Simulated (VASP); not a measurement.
# GaN (F-43m) in VASP: single point with r2SCAN

Aim: the single point of GaN with r2SCAN.

Everything below comes from runs of VASP 6.6.1. Logs are shortened: lines on timing, memory, paths and dates and some standing lists are left out, and cuts for length are marked.

## (1) The cell of the first run

It takes space group F-43m (No. 216, cubic). The conventional cell has a = 4.543 Å, b = 4.543 Å, c = 4.543 Å, α = 90.00°, β = 90.00°, γ = 90.00°. Ga (site symmetry -43m) has 4 N at 1.97 Å within 2.6 Å. N (site symmetry -43m) has 4 Ga at 1.97 Å within 2.6 Å.

## (2) Single point, r2SCAN (strain +1.0%)

Contents of POSCAR:

```
GaN
1.0
    0.0000000000      2.2714420703      2.2714420703
    2.2714420703      0.0000000000      2.2714420703
    2.2714420703      2.2714420703      0.0000000000
Ga N
1 1
Direct
    0.0000000000      0.0000000000      0.0000000000
    0.2500000000      0.2500000000      0.2500000000
```

Contents of INCAR.step1:

```
SYSTEM = GaN
ALGO = Normal
EDIFF = 1E-5
ENCUT = 1460
GGA = PE
GGA_COMPAT = .False.
ISMEAR = 0
LASPH = .True.
LCHARG = .False.
LREAL = .False.
LWAVE = .True.
NBANDS = 16
NELM = 120
PREC = Accurate
SIGMA = 0.01
```

Contents of INCAR.step2:

```
SYSTEM = GaN
ALGO = Normal
EDIFF = 1E-6
ENCUT = 1460
GGA_COMPAT = .False.
ISIF = 2
ISMEAR = 0
ISTART = 1
LASPH = .True.
LCHARG = .False.
LMIXTAU = .True.
LREAL = .False.
LWAVE = .False.
METAGGA = R2SCAN
NBANDS = 16
NELM = 120
PREC = Accurate
SIGMA = 0.01
```

Contents of KPOINTS:

```
k-points
0
Gamma
  10 10 10
  0 0 0
```

Potentials or basis: VASP PAW PBE potentials, release 64 (Ga_d, N_h).

On the command line:

```
$ cat potpaw_PBE.64/Ga_d/POTCAR potpaw_PBE.64/N_h/POTCAR > POTCAR
$ cp INCAR.step1 INCAR
$ mpirun -np 1 vasp_std > vasp.out
$ cp INCAR.step2 INCAR
$ mpirun -np 1 vasp_std > vasp.out
```

OUTCAR:

```text
SYSTEM = GaN
   EDIFF = 1E-6
   ENCUT = 1460
   ISIF = 2
   ISMEAR = 0
   ISTART = 1
   LASPH = .True.
   LREAL = .False.
   METAGGA = R2SCAN
   NELM = 120
   PREC = Accurate

 ion  position               nearest neighbor table
   1  0.000  0.000  0.000-   2 1.97   2 1.97   2 1.97   2 1.97
   2  0.250  0.250  0.250-   1 1.97   1 1.97   1 1.97   1 1.97

  LATTYP: Found a face centered cubic cell.
 ALAT       =     4.5428841406

  Lattice vectors:

 A1 = (   0.0000000000,   2.2714420703,   2.2714420703)
 A2 = (   2.2714420703,   0.0000000000,   2.2714420703)
 A3 = (   2.2714420703,   2.2714420703,   0.0000000000)

Analysis of symmetry for initial positions (statically):
=====================================================================
 Subroutine PRICEL returns:
 Original cell was already a primitive cell.

 Routine SETGRP: Setting up the symmetry group for a
 face centered cubic supercell.

 Subroutine GETGRP returns: Found 24 space group operations
 (whereof 24 operations were pure point group operations)
 out of a pool of 48 trial point group operations.

The static configuration has the point symmetry T_d .

Analysis of symmetry for dynamics (positions and initial velocities):
=====================================================================
 Subroutine PRICEL returns:
 Original cell was already a primitive cell.

 Routine SETGRP: Setting up the symmetry group for a
 face centered cubic supercell.

 Subroutine GETGRP returns: Found 24 space group operations
 (whereof 24 operations were pure point group operations)
 out of a pool of 48 trial point group operations.

The dynamic configuration has the point symmetry T_d .

 Subroutine INISYM returns: Found 24 space group operations
 (whereof 24 operations are pure point group operations),
 and found     1 'primitive' translations

----------------------------------------------------------------------------------------

                                     Primitive cell

  volume of cell :      23.4388

  direct lattice vectors                    reciprocal lattice vectors
     0.000000000  2.271442070  2.271442070    -0.220124478  0.220124478  0.220124478
     2.271442070  0.000000000  2.271442070     0.220124478 -0.220124478  0.220124478
     2.271442070  2.271442070  0.000000000     0.220124478  0.220124478 -0.220124478

  length of vectors
     3.212304182  3.212304182  3.212304182     0.381266780  0.381266780  0.381266780
[... 80 lines left out ...]
   NELM   =    120;   NELMIN=  2; NELMDL=  0     # of ELM steps
   EDIFF  = 0.1E-05   stopping-criterion for ELM
   LREAL  =      F    real-space projection
   EDIFFG = 0.1E-04   stopping-criterion for IOM
   NSW    =      0    number of steps for IOM
   IBRION =     -1    ionic relax: 0-MD 1-quasi-New 2-CG
   NFREE  =      0    steps in history (QN), initial steepest desc. (CG)
   ISIF   =      2    stress and relaxation
   ISYM   =      2    0-nonsym 1-usesym 2-fastsym
   POTIM  = 0.5000    time-step for ionic-motion
   TEBEG  =    0.0;   TEEND  =   0.0 temperature during run
   PSTRESS=    0.0 pullay stress
   NELECT =      18.0000    total number of electrons
   NUPDOWN=      -1.0000    fix difference up-down
   EMIN   =  10.00;   EMAX   =-10.00  energy-range for DOS
   EFERMI =   0.00;   METHOD = LEGACY
   ISMEAR =     0;   SIGMA  =   0.01  broadening in eV -4-tet -1-fermi 0-gaus
   EFERMI_NEDOS =   21; number of points for ismear=-14 and -15
   IALGO  =     38    algorithm
   IMIX   =      4    mixing-type and parameters
     AMIX     =   0.40;   BMIX     =  1.00
     AMIX_MAG =   1.60;   BMIX_MAG =  1.00
  volume/ion in A,a.u.               =      11.72        79.09
  Fermi-wavevector in a.u.,A,eV,Ry     =   1.499181  2.833041 30.579679  2.247543
  Thomas-Fermi vector in A             =   2.610844
   LORBIT       =      0    0 simple, 1 ext, 2 COOP (PROOUT), +10 PAW based schemes
   METAGGA = R2SCAN    functional components
   LHFCALC =     F    Hartree Fock is set to
   AEXX    =    0.0000 exact exchange contribution
   IVDW    =     0    specifies the selected vdW correction
   LEPSILON=     F    determine dielectric tensor
   LRPA    =     F    only Hartree local field effects (RPA)
 non-spin polarized calculation
 Gauss-broadening in eV      SIGMA  =   0.01
  energy-cutoff  :     1460.00
  volume of cell :       23.44
 maximum number of plane-waves:      2992
   NGX = 21   NGY = 21   NGZ = 21

 number of electron      18.0000001 magnetization

 Free energy of the ion-electron system (eV)
  ---------------------------------------------------
  ext. energy  EPLUGINS =         0.00000000
  ---------------------------------------------------
  free energy    TOTEN  =       -21.89262471 eV

  energy without entropy =      -21.89262471  energy(sigma->0) =      -21.89262471

 E-fermi :   5.1250     XC(G=0): -12.4866

 val. band max:        5.0491360373   @ k =   0.0000   0.0000   0.0000
 cond. band min:       7.0094674120   @ k =   0.0000   0.0000   0.0000
 fundamental gap:      1.9603313747
 Fermi energy:         5.1250379896

 k-point     1 :       0.0000    0.0000    0.0000
  band No.  band energies     occupation
      1     -11.4800      2.00000
      2      -8.7663      2.00000
      3      -8.7663      2.00000
      4      -8.7663      2.00000
      5      -8.4402      2.00000
      6      -8.4402      2.00000
[... 433 lines left out ...]
      3      -8.5475      2.00000
      4      -8.5439      2.00000
      5      -8.3825      2.00000
      6      -7.5948      2.00000
[... 8 lines left out ...]
     15      28.0021      0.00000
     16      28.0940      0.00000

 [... further k-points ...]

------------------------ aborting loop because EDIFF is reached ----------------------------------------

  FORCE on cell =-STRESS in cart. coord.  units (eV):
  Direction    XX          YY          ZZ          XY          YZ          ZX
  --------------------------------------------------------------------------------------
  -------------------------------------------------------------------------------------
  Total       -0.6559483     -0.6559483     -0.6559483      0.0000000      0.0000000     -0.0000000
  in kB      -44.8378958    -44.8378958    -44.8378958      0.0000000      0.0000000     -0.0000000
  external PRESSURE =     -44.8378958 kB  Pullay stress =       0.0000000 kB

 VOLUME and BASIS-vectors are now :
 -----------------------------------------------------------------------------
  energy-cutoff  :     1460.00
  volume of cell :       23.44
      direct lattice vectors                 reciprocal lattice vectors
     0.000000000  2.271442070  2.271442070    -0.220124478  0.220124478  0.220124478
     2.271442070  0.000000000  2.271442070     0.220124478 -0.220124478  0.220124478
     2.271442070  2.271442070  0.000000000     0.220124478  0.220124478 -0.220124478

 POSITION                                       TOTAL-FORCE (eV/Angst)
 -----------------------------------------------------------------------------------
      0.00000      0.00000      0.00000         0.000000      0.000000     -0.000000
      1.13572      1.13572      1.13572        -0.000000     -0.000000      0.000000
 -----------------------------------------------------------------------------------
    total drift:                               -0.000000     -0.000000     -0.000000

  FREE ENERGIE OF THE ION-ELECTRON SYSTEM (eV)
  ---------------------------------------------------
  free  energy   TOTEN  =       -21.8926247134 eV

  energy  without entropy=      -21.8926247134  energy(sigma->0) =      -21.89262471
```

OSZICAR.step1:

```text
N       E                     dE             d eps       ncg     rms          rms(c)
DAV:   1     0.141557213576E+03    0.14156E+03   -0.16086E+04  1624   0.368E+03
DAV:   2     0.212901494685E+01   -0.13943E+03   -0.12689E+03  1640   0.544E+02
DAV:   3    -0.137730938274E+02   -0.15902E+02   -0.15587E+02  1768   0.113E+02
DAV:   4    -0.141153088041E+02   -0.34221E+00   -0.34188E+00  1856   0.173E+01
DAV:   5    -0.141201138079E+02   -0.48050E-02   -0.48049E-02  1880   0.192E+00    0.760E+00
DAV:   6    -0.121686985857E+02    0.19514E+01   -0.50027E+00  2232   0.389E+01    0.212E+00
DAV:   7    -0.121693559976E+02   -0.65741E-03   -0.27159E-01  1592   0.633E+00    0.134E+00
DAV:   8    -0.121653657293E+02    0.39903E-02   -0.58048E-02  1776   0.318E+00    0.404E-01
DAV:   9    -0.121624937350E+02    0.28720E-02   -0.94077E-03  2240   0.227E+00    0.801E-02
DAV:  10    -0.121627449866E+02   -0.25125E-03   -0.92534E-04  1824   0.430E-01    0.332E-02
DAV:  11    -0.121627197243E+02    0.25262E-04   -0.13782E-04  2288   0.197E-01    0.810E-03
DAV:  12    -0.121627207553E+02   -0.10310E-05   -0.15964E-05  1496   0.602E-02
   1 F= -.12162721E+02 E0= -.12162721E+02  d E =-.144543E-33
```

It took 2.7 min on 1 thread of Intel Xeon 6975P-C (Granite Rapids), shared host; peak memory 0.32 GiB.

What came out:

```yaml
Free_energy: -21.8926 eV
Pressure: -4.5 GPa
Band_gap_on_the_k_mesh: 1.96 eV
```

Levels at points of the mesh, in eV from the valence-band top:
| k point | band 7 | band 8 | band 9 | band 10 | band 11 | band 12 |
| --- | --- | --- | --- | --- | --- | --- |
| (0.00, 0.00, 0.00) | 0.00 | 0.00 | 0.00 | 1.96 | 10.85 | 10.85 |
| (0.50, 0.00, 0.00) | -7.00 | -0.97 | -0.97 | 4.99 | 9.31 | 10.87 |
| (0.50, 0.50, 0.00) | -6.11 | -2.70 | -2.70 | 3.76 | 7.10 | 12.39 |

Caveat: the cell differs from its parent crystal (strain +1.0%); the cell stands under tension; the structure was generated, so it needn't be the stable form of GaN; the PAW data sets were made with another functional, which shifts forces and pressure a little.
